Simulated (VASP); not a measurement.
Runs of VASP 6.6.1 on MgS. The structure is that of space group P6_3mc (No. 186), or close to it. The cells are those of the table. 

| level | cell | k mesh | smearing | grid for exact exchange (PRECFOCK) | screening parameter | gap on the mesh (eV) | pressure (GPa) | largest force (eV/Å) |
| --- | --- | --- | --- | --- | --- | --- | --- | --- |
| r2SCAN | a = 4.049, b = 4.049, c = 6.487 Å, angles 90.0, 90.0, 120.0°, 4 atoms | 12 × 12 × 4 | gaussian 0.01 eV | - | - | 4.06 | -1.1 | 0.01 |
| r2SCAN | a = 4.029, b = 4.029, c = 6.713 Å, angles 90.0, 90.0, 120.0°, 4 atoms | 12 × 12 × 4 | gaussian 0.01 eV | - | - | (a) | (b) | - |
| HSE06 | a = 4.049, b = 4.049, c = 6.487 Å, angles 90.0, 90.0, 120.0°, 4 atoms | 6 × 6 × 4 | gaussian 0.01 eV | Normal | 0.2079 1/Å | 4.44 | -1.0 | - |
| r2SCAN | a = 4.029, b = 4.046, c = 6.454 Å, angles 90.0, 90.0, 120.4°, 4 atoms | 12 × 12 × 4 | gaussian 0.01 eV | - | - | 4.13 | -0.3 | - |
| PBE | a = 4.049, b = 4.049, c = 6.487 Å, angles 90.0, 90.0, 120.0°, 4 atoms | 12 × 12 × 4 | fermi-dirac 0.02 eV | - | - | 3.39 | (c) | - |
| PBE | a = 4.029, b = 4.046, c = 6.454 Å, angles 90.0, 90.0, 120.4°, 4 atoms | 12 × 12 × 4 | fermi-dirac 0.02 eV | - | - | 3.46 | 0.9 | 0.01 |
| r2SCAN | a = 4.029, b = 4.029, c = 6.454 Å, angles 90.0, 90.0, 120.0°, 4 atoms | 12 × 12 × 4 | gaussian 0.01 eV | - | - | 4.13 | -0.3 | - |
| PBE | a = 4.029, b = 4.029, c = 6.454 Å, angles 90.0, 90.0, 120.0°, 4 atoms | 12 × 12 × 4 | fermi-dirac 0.02 eV | - | - | 3.47 | 0.9 | - |

Alike in all rows: task single point; potentials or basis VASP PAW PBE potentials, release 64 (Mg, S); no spin polarisation; cutoff (eV) 520.

Task: Fill in the values left out.

Result: (a) 3.94; (b) -2.4; (c) 0.0.

Caveats: the PAW data sets were made with another functional, which shifts forces and pressure a little (some runs).

A k mesh can miss the band edges.
